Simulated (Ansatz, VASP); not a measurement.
One calculation of InSb, two programs

File INCAR:

```
SYSTEM = InSb
PREC     = Accurate       ! precision mode
ENCUT    = 600            ! plane-wave cutoff, eV
EDIFF    = 1E-7           ! SCF threshold, eV
ISMEAR   = 0              ! smearing method
SIGMA    = 0.1            ! smearing width, eV
LREAL    = .FALSE.        ! projectors in reciprocal space
LASPH    = .TRUE.         ! aspherical terms in the spheres
NELM     = 60             ! most SCF steps
ALGO     = Normal         ! electronic algorithm
ISIF     = 3              ! what is computed and relaxed
LWAVE    = .FALSE.        ! write WAVECAR
LCHARG   = .FALSE.        ! write CHGCAR
GGA      = PE             ! functional
IBRION   = 2              ! ionic algorithm
NSW      = 90             ! ionic steps
EDIFFG   = -0.04          ! ionic threshold
```

Contents of KPOINTS:

```
regular mesh
0
G
  4 4 6
  0 0 0
```

The input POSCAR:

```
InSb
1.0
    5.3569998700      0.0000000000      0.0000000000
    0.0000000000      5.7119998900      0.0000000000
    0.0000000000      0.0000000000      3.0629999600
In Sb
2 2
Direct
    0.0000000000      0.0000000000      0.0000000000
    0.5000000000      0.5000000000      0.0000000000
    0.5000000000      0.0000000000      0.8349999800
    0.0000000000      0.5000000000      0.1650000200
```

Input for Ansatz:

```yaml
crystal:
  lattice:
    - [5.35699987, 0.0, 0.0]
    - [0.0, 5.71199989, 0.0]
    - [0.0, 0.0, 3.06299996]
  atoms:
    - { symbol: In, position: [0.0, 0.0, 0.0] }
    - { symbol: In, position: [0.5, 0.5, 0.0] }
    - { symbol: Sb, position: [0.5, 0.0, 0.83499998] }
    - { symbol: Sb, position: [0.0, 0.5, 0.16500002] }
basis:
  ecutwfc: 420
kpoints:
  mp_grid: { grid: [4, 4, 6] }
hamiltonian:
  xc: pbe
scf:
  occupations: { method: gaussian, width: 0.1 }
  lower_state_search: "off"
output:
  forces: true
  stress: true
  eigenvalues: true
relax:
  adjacent_minimum: "off"
  f_tol: 0.04
  max_steps: 70
  cell: { stress_tol: 0.4 }
```

Alike in both runs: task relaxation of cell and atoms; functional PBE; k mesh 4 × 4 × 6; occupations gaussian, width 0.1 eV; no spin polarisation.

```csv
,VASP,Ansatz
version,VASP 6.6.1,Ansatz 0.2.0
potentials or method,"VASP PAW PBE potentials, release 64 (In_d, Sb), cutoff 600 eV","scalar-relativistic, plane waves, PAW"
valence electrons in the cell,36,56
```

```tsv
	VASP	Ansatz	Ansatz less VASP
gap on the k mesh at the Fermi level, each at its own relaxed structure (eV)	none	none	-
relaxed volume (Å³/atom)	28.69	28.71	+0.021
relaxed cell length with the largest relative difference (Å)	6.152	6.173	+0.0212
```

A gap of «none» marks a metal or a gap that the smearing closes. VASP's potentials hold 36 valence electrons a cell and Ansatz's 56, so a difference there can come from the potentials and not from the codes.

Neither program's run includes spin-orbit coupling. Noted on VASP's run: the volume moved by over 15 % at a fixed basis, so the end points are rough.
